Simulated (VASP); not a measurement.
Wanted: the native input for a VASP 6.6.1 run.

- Task: single point
- Functional: PBEsol
- Potentials or basis: VASP PAW PBE potentials, release 64 (Y_sv, N)
- Cutoff: 600 eV
- k mesh: 10 × 10 × 10
- Occupations: gaussian, width 0.01 eV
- Spin: no spin polarisation
- Dipole correction: no
- Further INCAR settings: ALGO = Normal; EDIFF = 1e-06; NBANDS = 15

The structure of YN (e600) lies in POSCAR:

```
YN
1.0
    0.0000000000      2.4260200394      2.4647604999
    2.4260200394      0.0000000000      2.4647604999
    2.4260200394      2.4260200394      0.0000000000
Y N
1 1
Direct
    0.0000000000      0.0000000000      0.0000000000
    0.5000000000      0.5000000000      0.5000000000
```

This cell differs from its parent crystal: strained cell.

The input as run:

INCAR

```
PREC = Accurate
ENCUT = 600
EDIFF = 1E-6
ISMEAR = 0
SIGMA = 0.01
LREAL = F
LASPH = T
NELM = 120
ALGO = Normal
ISIF = 2
LWAVE = F
LCHARG = T
GGA = PS
LELF = T
LVHAR = T
NBANDS = 15
GGA_COMPAT = F
```

KPOINTS

```
regular mesh
0
Gamma
  10 10 10
```

Potentials or basis: VASP PAW PBE potentials, release 64 (Y_sv, N).

The run is started by

```bash
$ cat potpaw_PBE.64/Y_sv/POTCAR potpaw_PBE.64/N/POTCAR > POTCAR
$ mpirun -np 1 vasp_std > vasp.out
```

Results of the run:

The pressure is -2.3 GPa and the band gap on the k mesh is 0.06 eV, indirect (least direct gap 0.44 eV).

Caveat: the cell differs from its parent crystal (strained cell); the PAW data sets were made with another functional, which shifts forces and pressure a little.

Run time: 76 s on 1 thread of AMD EPYC 7R13, on a shared host, peak memory 0.19 GiB.
